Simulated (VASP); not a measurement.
Set up this calculation in VASP 6.6.1, as the native input.

* Task: single point
* Functional: r2SCAN
* Potentials or basis: VASP PAW PBE potentials, release 64 (Os, Bi_d)
* Cutoff: 520 eV
* k mesh: 10 × 10 × 10
* Occupations: gaussian, width 0.05 eV
* Spin: no spin polarisation
* Dipole correction: no
* Further INCAR settings: ALGO = Normal; EDIFF = 1e-07; NBANDS = 18

Crystal: BiOs.

```
CELL_PARAMETERS angstrom
0.00000 2.78953 2.78953
2.78953 0.00000 2.78953
2.78953 2.78953 0.00000
ATOMIC_POSITIONS crystal
Os 0.50000 0.50000 0.50000
Bi 0.00000 0.00000 0.00000
```

The input as run:

POSCAR

```
BiOs
1.0
    0.0000000000      2.7895252664      2.7895252664
    2.7895252664      0.0000000000      2.7895252664
    2.7895252664      2.7895252664      0.0000000000
Os Bi
1 1
Direct
    0.5000000000      0.5000000000      0.5000000000
    0.0000000000      0.0000000000      0.0000000000
```

INCAR.step1

```
PREC = Accurate ; ENCUT = 520
ISMEAR = 0 ; SIGMA = 0.05
LREAL = False ; LASPH = True
NELM = 100 ; NBANDS = 18
GGA = PE ; ALGO = Normal
EDIFF = 1E-4 ; LWAVE = True
LCHARG = False
```

INCAR.step2

```
PREC = Accurate ; ENCUT = 520
EDIFF = 1E-7 ; ISMEAR = 0
SIGMA = 0.05 ; LREAL = False
LASPH = True ; NELM = 100
ALGO = Normal ; ISIF = 2
LWAVE = False ; LCHARG = True
METAGGA = R2SCAN ; LMIXTAU = True
LELF = True ; LVHAR = True
NBANDS = 18 ; ISTART = 1
```

KPOINTS

```
regular mesh
0
Gamma
  10 10 10
```

Potentials or basis: VASP PAW PBE potentials, release 64 (Os, Bi_d).

Launch:

```bash
$ cat potpaw_PBE.64/Os/POTCAR potpaw_PBE.64/Bi_d/POTCAR > POTCAR
$ cp INCAR.step1 INCAR
$ mpirun -np 1 vasp_std > vasp.out
$ cp INCAR.step2 INCAR
$ mpirun -np 1 vasp_std > vasp.out
```

Results of the run:

```json
{
 "Pressure": "-2.1 GPa",
 "Band gap on the k mesh": "zero (an odd number of electrons rules out a gap without spin polarisation)"
}
```

Caveat: the PAW data sets were made with another functional, which shifts forces and pressure a little; spin-orbit coupling is left out, which moves the levels of the heavy elements.

Run time: 93 s on 1 thread of Intel(R) Xeon(R) 6975P-C (Granite Rapids) (shared host), peak memory 0.19 GiB.
